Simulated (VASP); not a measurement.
# Al: single point with PBE

The system is Al.

```
Al
1.0
    -1.41220    1.41220    2.14846
     1.41220   -1.41220    2.14846
     1.41220    1.41220   -2.14846
Al
1
Direct
  0.00000 0.00000 0.00000
```

```
Program             : VASP 6.6.1
Task                : single point
Functional          : PBE
Potentials or basis : VASP PAW PBE potentials, release 64 (Al)
Cutoff              : 500 eV
k mesh              : 8 × 8 × 8
Occupations         : gaussian, width 0.1 eV
Spin                : no spin polarisation
```

* Pressure: -2.8 GPa

Stress tensor (GPa, compression positive):
```
-1.75  0.00  0.00
 0.00 -1.75  0.00
 0.00  0.00 -4.75
```

Levels at points of the mesh, in eV from the Fermi level:
```
           k point  band 1  band 2  band 3  band 4  band 5  band 6
(0.00, 0.00, 0.00)  -10.76   12.05   12.86   12.86   13.70   13.70
(0.50, 0.00, 0.00)   -4.32   -4.20   10.04   10.46   12.03   12.22
(0.50, 0.50, 0.00)   -2.37   -0.98    4.88    5.15    5.41    8.39
(0.50, 0.50, 0.50)   -3.34   -2.46    5.91    6.42    6.42    9.75
```

It took 7.8 s on 1 thread of AMD EPYC 7R43 64-Core Processor (Zen 3), on a shared host, peak memory 0.09 GiB.

Caveat: the k points lie up to 0.39 Å⁻¹ apart.
